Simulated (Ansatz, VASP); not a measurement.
## Al in VASP and in Ansatz

INCAR

```
SYSTEM = Al
ALGO = Fast
EDIFF = 1E-6
ENCUT = 520
GGA = PS
ISIF = 2
ISMEAR = 0
IVDW = 12
LASPH = .True.
LCHARG = .False.
LREAL = .False.
LWAVE = .False.
NBANDS = 10
NELM = 80
PREC = Accurate
SIGMA = 0.15
```

KPOINTS

```
k-points
0
Gamma
  18 18 10
  0 0 0
```

The input POSCAR:

```
Al
1.0
    2.6718325839      0.0000000000      0.0000000000
   -1.3359162919      2.3138748923      0.0000000000
    0.0000000000      0.0000000000      4.7451787500
Al
2
Direct
    0.6666666667      0.3333333333      0.7500000000
    0.3333333333      0.6666666667      0.2500000000
```

Input for Ansatz:

```yaml
crystal:
  lattice:
    - [2.6718325839, 0.0, 0.0]
    - [-1.3359162919, 2.3138748923, 0.0]
    - [0.0, 0.0, 4.74517875]
  atoms:
    - { symbol: Al, position: [0.6666666667, 0.3333333333, 0.75] }
    - { symbol: Al, position: [0.3333333333, 0.6666666667, 0.25] }
basis:
  ecutwfc: 420
kpoints:
  mp_grid: { grid: [18, 18, 10] }
hamiltonian:
  xc: pbesol
  dispersion: d3bj
scf:
  occupations: { method: gaussian, width: 0.15 }
output:
  forces: true
  stress: true
  eigenvalues: true
```

Change from the starting cell: strain -0.050 along x and y, -0.025 along z, atoms carried along.

Alike in both runs: task single point; functional PBEsol; dispersion D3(BJ); k mesh 18 × 18 × 10; occupations gaussian, width 0.15 eV; no spin polarisation.

|  | VASP | Ansatz |
| --- | --- | --- |
| version | VASP 6.6.1 | Ansatz 0.2.0 |
| potentials or method | VASP PAW PBE potentials, release 64 (Al), cutoff 520 eV | scalar-relativistic, plane waves, PAW |
| valence electrons in the cell | 6 | 6 |

```tsv
	VASP	Ansatz	Ansatz less VASP
gap on the k mesh at the Fermi level (eV)	none	none	-
pressure (GPa)	7.7	7.6	-0.12
traceless stress, the component that is largest in VASP (GPa)	-6.16	-6.11	+0.052
```

VASP's potentials were made for PBE, not for PBEsol. A gap of «none» marks a metal or a gap that the smearing closes.
